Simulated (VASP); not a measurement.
# BN (P4_2/mnm) in VASP: further runs, part 3 of 3

VASP 6.6.1. The steps go on from the part before.

**4. Single point, PBEsol**

This run uses another cell than the first one, of 6.60 Å³/atom.

Input file INCAR:

```
PREC = Accurate ; ENCUT = 520
EDIFF = 1E-7 ; ISMEAR = 0
SIGMA = 0.05 ; LREAL = False
LASPH = True ; NELM = 60
ALGO = Normal ; ISIF = 2
LWAVE = False ; LCHARG = False
GGA = PS ; NBANDS = 26
```

Input file KPOINTS:

```
regular mesh
0
Gamma
  6 6 10
```

Input file POSCAR:

```
BN
1.0
    4.4312000000      0.0000000000      0.0000000000
    0.0000000000      4.4312000000      0.0000000000
    0.0000000000      0.0000000000      2.6903000000
B N
4 4
Direct
    0.1741337327      0.8258662673      0.5000000000
    0.3258662673      0.3258662673      0.0000000000
    0.6741337327      0.6741337327      0.0000000000
    0.8258662673      0.1741337327      0.5000000000
    0.8123909516      0.8123909516      0.5000000000
    0.3123909516      0.6876090484      0.0000000000
    0.6876090484      0.3123909516      0.0000000000
    0.1876090484      0.1876090484      0.5000000000
```

Potentials or basis: VASP PAW PBE potentials, release 64 (B, N).

Started as:

```console
$ cat potpaw_PBE.64/B/POTCAR potpaw_PBE.64/N/POTCAR > POTCAR
$ mpirun -np 1 vasp_std > vasp.out
```

OUTCAR:

```text
PREC = Accurate
   ENCUT = 520
   EDIFF = 1E-7
   ISMEAR = 0
   LREAL = False
   LASPH = True
   NELM = 60
   ISIF = 2
   GGA = PS

 ion  position               nearest neighbor table
   1  0.174  0.826  0.500-   6 1.60   6 1.60   8 1.60   5 1.60
   2  0.326  0.326  0.000-   8 1.60   8 1.60   6 1.60   7 1.60
   3  0.674  0.674  0.000-   5 1.60   5 1.60   7 1.60   6 1.60
   4  0.826  0.174  0.500-   7 1.60   7 1.60   8 1.60   5 1.60
   5  0.812  0.812  0.500-   3 1.60   3 1.60   4 1.60   1 1.60
   6  0.312  0.688  0.000-   1 1.60   1 1.60   3 1.60   2 1.60
   7  0.688  0.312  0.000-   4 1.60   4 1.60   2 1.60   3 1.60
   8  0.188  0.188  0.500-   2 1.60   2 1.60   4 1.60   1 1.60

  LATTYP: Found a simple tetragonal cell.
 ALAT       =     4.4312000000
 C/A-ratio  =     0.6071267377

  Lattice vectors:

 A1 = (   4.4312000000,   0.0000000000,   0.0000000000)
 A2 = (   0.0000000000,   4.4312000000,   0.0000000000)
 A3 = (   0.0000000000,   0.0000000000,   2.6903000000)

Analysis of symmetry for initial positions (statically):
=====================================================================
 Subroutine PRICEL returns:
 Original cell was already a primitive cell.

 Routine SETGRP: Setting up the symmetry group for a
 simple tetragonal supercell.

 Subroutine GETGRP returns: Found 16 space group operations
 (whereof  8 operations were pure point group operations)
 out of a pool of 16 trial point group operations.

The static configuration has the point symmetry D_2h.
 The point group associated with its full space group is D_4h.

Analysis of symmetry for dynamics (positions and initial velocities):
=====================================================================
 Subroutine PRICEL returns:
 Original cell was already a primitive cell.
[... 143 lines left out ...]
  Fermi-wavevector in a.u.,A,eV,Ry     =   1.385193  2.617636 26.106318  1.918760
  Thomas-Fermi vector in A             =   2.509626
   LORBIT       =      0    0 simple, 1 ext, 2 COOP (PROOUT), +10 PAW based schemes
   GGA     = PS    functional components
   LHFCALC =     F    Hartree Fock is set to
   AEXX    =    0.0000 exact exchange contribution
   IVDW    =     0    specifies the selected vdW correction
   LEPSILON=     F    determine dielectric tensor
   LRPA    =     F    only Hartree local field effects (RPA)
 non-spin polarized calculation
 Gauss-broadening in eV      SIGMA  =   0.05
  energy-cutoff  :      520.00
  volume of cell :       52.83
 maximum number of plane-waves:      1452
 NGX is ok and might be reduce to    36
   NGX = 17   NGY = 17   NGZ = 11

 number of electron      32.0000005 magnetization

 Free energy of the ion-electron system (eV)
  ---------------------------------------------------
  ext. energy  EPLUGINS =         0.00000000
  ---------------------------------------------------
  free energy    TOTEN  =       -71.98219856 eV

  energy without entropy =      -71.98219856  energy(sigma->0) =      -71.98219856

 E-fermi :   6.4918     XC(G=0): -12.3865

 val. band max:        6.2313963521   @ k =   0.0000   0.0000   0.0000
 cond. band min:      10.8126503802   @ k =   0.0000   0.0000   0.3000
 fundamental gap:      4.5812540281
 Fermi energy:         6.4917644915

 k-point     1 :       0.0000    0.0000    0.0000
  band No.  band energies     occupation
      1     -13.3074      2.00000
      2      -9.2610      2.00000
      3      -9.2610      2.00000
      4      -9.2275      2.00000
      5      -2.9814      2.00000
      6      -2.5368      2.00000
[... 685 lines left out ...]
     25      17.5643      0.00000
     26      17.5678      0.00000

 [... further k-points ...]

------------------------ aborting loop because EDIFF is reached ----------------------------------------

  FORCE on cell =-STRESS in cart. coord.  units (eV):
  Direction    XX          YY          ZZ          XY          YZ          ZX
  --------------------------------------------------------------------------------------
  -------------------------------------------------------------------------------------
  Total       -3.4915227     -3.4915227    -16.1365539     -0.0000000      0.0000000      0.0000000
  in kB     -105.8966051   -105.8966051   -489.4157700     -0.0000000      0.0000000      0.0000000
  external PRESSURE =    -233.7363267 kB  Pullay stress =       0.0000000 kB

 VOLUME and BASIS-vectors are now :
 -----------------------------------------------------------------------------
  energy-cutoff  :      520.00
  volume of cell :       52.83
      direct lattice vectors                 reciprocal lattice vectors
     4.431200000  0.000000000  0.000000000     0.225672504  0.000000000  0.000000000
     0.000000000  4.431200000  0.000000000     0.000000000  0.225672504  0.000000000
     0.000000000  0.000000000  2.690300000     0.000000000  0.000000000  0.371705758

 POSITION                                       TOTAL-FORCE (eV/Angst)
 -----------------------------------------------------------------------------------
      0.77162      3.65958      1.34515         0.029255     -0.029255      0.000000
      1.44398      1.44398      0.00000        -0.029255     -0.029255      0.000000
      2.98722      2.98722      0.00000         0.029255      0.029255      0.000000
      3.65958      0.77162      1.34515        -0.029255      0.029255      0.000000
      3.59987      3.59987      1.34515        -0.147703     -0.147703      0.000000
      1.38427      3.04693      0.00000        -0.147703      0.147703      0.000000
      3.04693      1.38427      0.00000         0.147703     -0.147703      0.000000
      0.83133      0.83133      1.34515         0.147703      0.147703      0.000000
 -----------------------------------------------------------------------------------
    total drift:                                0.000000     -0.000000      0.000000

  FREE ENERGIE OF THE ION-ELECTRON SYSTEM (eV)
  ---------------------------------------------------
  free  energy   TOTEN  =       -71.9821985597 eV

  energy  without entropy=      -71.9821985597  energy(sigma->0) =      -71.98219856
```

OSZICAR:

```text
N       E                     dE             d eps       ncg     rms          rms(c)
DAV:   1     0.104328096718E+03    0.10433E+03   -0.16643E+04  3120   0.119E+03
DAV:   2    -0.689557725668E+02   -0.17328E+03   -0.16363E+03  4140   0.270E+02
DAV:   3    -0.756149429017E+02   -0.66592E+01   -0.66203E+01  4284   0.502E+01
DAV:   4    -0.756654500533E+02   -0.50507E-01   -0.50448E-01  3912   0.461E+00
DAV:   5    -0.756661312491E+02   -0.68120E-03   -0.68077E-03  4230   0.501E-01    0.126E+01
DAV:   6    -0.723044675408E+02    0.33617E+01   -0.82718E+00  3950   0.162E+01    0.585E+00
DAV:   7    -0.720585211136E+02    0.24595E+00   -0.49335E-01  3840   0.422E+00    0.364E+00
DAV:   8    -0.719849068791E+02    0.73614E-01   -0.13325E-01  3574   0.213E+00    0.367E-01
DAV:   9    -0.719819269083E+02    0.29800E-02   -0.88901E-03  3948   0.637E-01    0.156E-01
DAV:  10    -0.719821841113E+02   -0.25720E-03   -0.87512E-04  3824   0.184E-01    0.432E-02
DAV:  11    -0.719821933684E+02   -0.92571E-05   -0.12324E-04  3986   0.697E-02    0.173E-02
DAV:  12    -0.719821981463E+02   -0.47780E-05   -0.11392E-05  3884   0.239E-02    0.513E-03
DAV:  13    -0.719821986305E+02   -0.48413E-06   -0.22437E-06  3806   0.994E-03    0.191E-03
DAV:  14    -0.719821985597E+02    0.70761E-07   -0.17109E-07  2360   0.316E-03
   1 F= -.71982199E+02 E0= -.71982199E+02  d E =-.262133E-15
```

stdout:

```text
POSCAR found type information on POSCAR B N
 POSCAR found :  2 types and       8 ions
 scaLAPACK will be used
 -----------------------------------------------------------------------------
|                                                                             |
|                                                                             |
|     You enforced a specific xc type in the INCAR file but a different       |
|     I HOPE YOU KNOW WHAT YOU ARE DOING!                                     |
|                                                                             |
 -----------------------------------------------------------------------------

 LDA part: xc-table for (Slater+PW92), standard interpolation
 POSCAR, INCAR and KPOINTS ok, starting setup
 FFT: planning ... GRIDC
 FFT: planning ... GRID_SOFT
 FFT: planning ... GRID
 WAVECAR not read
 entering main loop
```

It took 55 s on 1 thread of AMD EPYC 7R13 (Zen 3), shared host; peak memory 0.17 GiB.

Results:

```yaml
Free_energy: -71.9822 eV
Pressure: -23.4 GPa
Largest_force: 0.209 eV/Å
Band_gap_on_the_k_mesh: 4.58 eV (least direct gap 5.36 eV)
```

Forces in eV/Å, atoms in the order of the input:
```
B    0.029 -0.029  0.000
B   -0.029 -0.029  0.000
B    0.029  0.029  0.000
B   -0.029  0.029  0.000
N   -0.148 -0.148  0.000
N   -0.148  0.148  0.000
N    0.148 -0.148  0.000
N    0.148  0.148  0.000
```

Caveat: the cell stands under tension; the PAW data sets were made with another functional, which shifts forces and pressure a little.

**5. Single point, PBEsol**

This run uses another cell than the first one, of 6.61 Å³/atom.

Input file INCAR:

```
SYSTEM = BN
ALGO = Normal ; EDIFF = 1E-6
ENCUT = 520 ; GGA = PS
ISIF = 2 ; ISMEAR = 0
LASPH = .True. ; LCHARG = .False.
LREAL = .False. ; LWAVE = .False.
NBANDS = 26 ; NELM = 80
PREC = Accurate ; SIGMA = 0.05
```

Input file KPOINTS:

```
k-points
0
Gamma
  6 6 10
  0 0 0
```

POSCAR: that of step 4 with these lines changed.

```diff
@@ -2,5 +2,5 @@
 1.0
-    4.4312000000      0.0000000000      0.0000000000
-    0.0000000000      4.4312000000      0.0000000000
-    0.0000000000      0.0000000000      2.6903000000
+    4.4972000000      0.0000000000      0.0000000000
+    0.0000000000      4.4972000000      0.0000000000
+    0.0000000000      0.0000000000      2.6142000000
 B N
```

Started as:

```console
$ cat potpaw_PBE.64/B/POTCAR potpaw_PBE.64/N/POTCAR > POTCAR
$ mpirun -np 1 vasp_std > vasp.out
```

Run time: 52 s. Hardware: 1 thread of AMD EPYC 7R13 (Zen 3), shared host; peak memory 0.17 GiB.

The run converged. Its results:

| Item | Value |
| --- | --- |
| Free energy | -72.1995 eV |
| Pressure | -23.3 GPa |
| Largest force | 0.097 eV/Å |
| Band gap on the k mesh | 4.63 eV (least direct gap 5.66 eV) |

Forces in eV/Å, atoms in the order of the input:
```
B    0.024 -0.024  0.000
B   -0.024 -0.024  0.000
B    0.024  0.024  0.000
B   -0.024  0.024  0.000
N    0.068  0.068  0.000
N    0.068 -0.068  0.000
N   -0.068  0.068  0.000
N   -0.068 -0.068  0.000
```

Stress tensor (GPa, compression positive):
```
-20.57   0.00   0.00
  0.00 -20.57   0.00
  0.00   0.00 -28.75
```

Levels at points of the mesh, in eV from the valence-band top:
| k point | band 14 | band 15 | band 16 | band 17 | band 18 | band 19 |
| --- | --- | --- | --- | --- | --- | --- |
| (0.00, 0.00, 0.00) | -0.24 | 0.00 | 0.00 | 6.46 | 7.15 | 8.17 |
| (0.50, 0.00, 0.00) | -1.41 | -1.22 | -1.22 | 7.42 | 7.42 | 8.03 |
| (0.50, 0.50, 0.00) | -2.48 | -2.41 | -2.41 | 7.14 | 7.14 | 7.69 |
| (0.00, 0.00, 0.50) | -3.97 | -3.21 | -3.21 | 6.27 | 6.27 | 9.82 |
| (0.50, 0.00, 0.50) | -3.40 | -2.06 | -2.06 | 6.50 | 6.50 | 8.48 |
| (0.50, 0.50, 0.50) | -2.83 | -2.34 | -2.34 | 5.92 | 5.92 | 6.56 |

Caveat: the cell stands under tension; the PAW data sets were made with another functional, which shifts forces and pressure a little. A k mesh can miss the band edges.

**6. The runs side by side**

```csv
cell,gap on the mesh (eV),pressure (GPa),largest force (eV/Å)
"a = 4.299, b = 4.299, c = 2.843 Å, 8 atoms",3.51,-19.0,1.05
"a = 4.365, b = 4.365, c = 2.767 Å, 8 atoms",4.38,-21.9,0.59
"a = 4.431, b = 4.431, c = 2.690 Å, 8 atoms",4.58,-23.4,0.21
"a = 4.497, b = 4.497, c = 2.614 Å, 8 atoms",4.63,-23.3,0.10
```

Alike in all rows: task single point; level PBEsol; potentials or basis VASP PAW PBE potentials, release 64 (B, N); no spin polarisation; k mesh 6 × 6 × 10; cutoff (eV) 520; smearing gaussian 0.05 eV.

Caveats: the cell stands under tension; the PAW data sets were made with another functional, which shifts forces and pressure a little.

Absolute energies hang on the potentials; compare differences alone.
